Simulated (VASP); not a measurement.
Wanted: the native input for a VASP 6.6.1 run.

```
Task                   : single point
Functional             : PBE
Potentials or basis    : VASP PAW PBE potentials, release 64 (Sr_sv)
Cutoff                 : 520 eV
k mesh                 : 14 × 14 × 14
Occupations            : gaussian, width 0.15 eV
Spin                   : no spin polarisation
Dipole correction      : no
Further INCAR settings : ALGO = Normal; EDIFF = 1e-06; NBANDS = 11
```

The structure of Sr lies in POSCAR:

```
Sr
1.0
    0.0000000000      3.0423500000      3.2857380000
    3.0423500000      0.0000000000      3.2857380000
    3.0423500000      3.0423500000      0.0000000000
Sr
1
Direct
    0.0000000000      0.0000000000      0.0000000000
```

This cell differs from its parent crystal: strain +0.000 along x and y, +0.080 along z.

One way to write it, as run:

INCAR

```
PREC     = Accurate       # precision mode
ENCUT    = 520            # plane-wave cutoff, eV
EDIFF    = 1E-6           # SCF threshold, eV
ISMEAR   = 0              # smearing method
SIGMA    = 0.15           # smearing width, eV
LREAL    = False          # projectors in reciprocal space
LASPH    = True           # aspherical terms in the spheres
NELM     = 100            # most SCF steps
ALGO     = Normal         # electronic algorithm
ISIF     = 2              # what is computed and relaxed
LWAVE    = False          # write WAVECAR
LCHARG   = False          # write CHGCAR
GGA      = PE             # functional
NBANDS   = 11             # bands
```

KPOINTS

```
Automatic mesh
0
Gamma
  14 14 14
```

Potentials or basis: VASP PAW PBE potentials, release 64 (Sr_sv).

Run with:

```sh
$ cat potpaw_PBE.64/Sr_sv/POTCAR > POTCAR
$ mpirun -np 1 vasp_std > vasp.out
```

Results of the run:

The pressure is -1.0 GPa. The band gap on the k mesh is zero (band 5 reaches 1.38 eV, above the bottom of band 6 at 1.22 eV).

Caveat: the cell differs from its parent crystal (strain +0.000 along x and y, +0.080 along z).

It took 57 s on 1 thread of Intel(R) Xeon(R) 6975P-C (Granite Rapids), with other jobs on the host, peak memory 0.31 GiB.
